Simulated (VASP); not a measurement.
Set up this calculation in VASP 6.6.1, as the native input.

| Quantity | Value |
| --- | --- |
| Task | single point |
| Functional | PBEsol |
| Dispersion | D3(BJ) |
| Potentials or basis | VASP PAW PBE potentials, release 64 (Al) |
| Cutoff | 520 eV |
| k mesh | 18 × 18 × 6 |
| Occupations | gaussian, width 0.15 eV |
| Spin | no spin polarisation |
| Dipole correction | no |
| Further INCAR settings | ALGO = Normal; EDIFF = 1e-06; NBANDS = 14 |

The structure of Al lies in POSCAR:

```
Al
1.0
    2.7422480772      0.0000000000      0.0000000000
   -1.3711240386      2.3748564984      0.0000000000
    0.0000000000      0.0000000000      8.8212636148
Al
4
Direct
    0.0000000000      0.0000000000      0.0000000000
    0.3333333333      0.6666666667      0.2500000000
    0.0000000000      0.0000000000      0.5000000000
    0.6666666667      0.3333333333      0.7500000000
```

This cell differs from its parent crystal: volume 14.362 Å^3 an atom, c/a of the conventional cell 3.2168.

One way to write it, as run:

INCAR

```
SYSTEM = Al
  PREC = Accurate
  ENCUT = 520
  EDIFF = 1E-6
  ISMEAR = 0
  SIGMA = 0.15
  LREAL = .False.
  LASPH = .True.
  NELM = 60
  ALGO = Normal
  ISIF = 2
  LWAVE = .False.
  LCHARG = .False.
  GGA = PS
  IVDW = 12
  NBANDS = 14
```

KPOINTS

```
regular mesh
0
Gamma
  18 18 6
  0 0 0
```

Potentials or basis: VASP PAW PBE potentials, release 64 (Al).

Run with:

```console
$ cat potpaw_PBE.64/Al/POTCAR > POTCAR
$ mpirun -np 1 vasp_std > vasp.out
```

It gave:

* Pressure: 9.1 GPa
* Band gap on the k mesh: zero (band 6 reaches 13.81 eV, above the bottom of band 7 at 7.77 eV)
* Dispersion energy per atom: -0.365 eV

Caveat: the PAW data sets were made with another functional, which shifts forces and pressure a little; pairwise dispersion overbinds metals, which lowers pressure and volume.

It took 32 s on 1 thread of Intel(R) Xeon(R) 6975P-C (Granite Rapids), with other jobs on the host, peak memory 0.23 GiB.
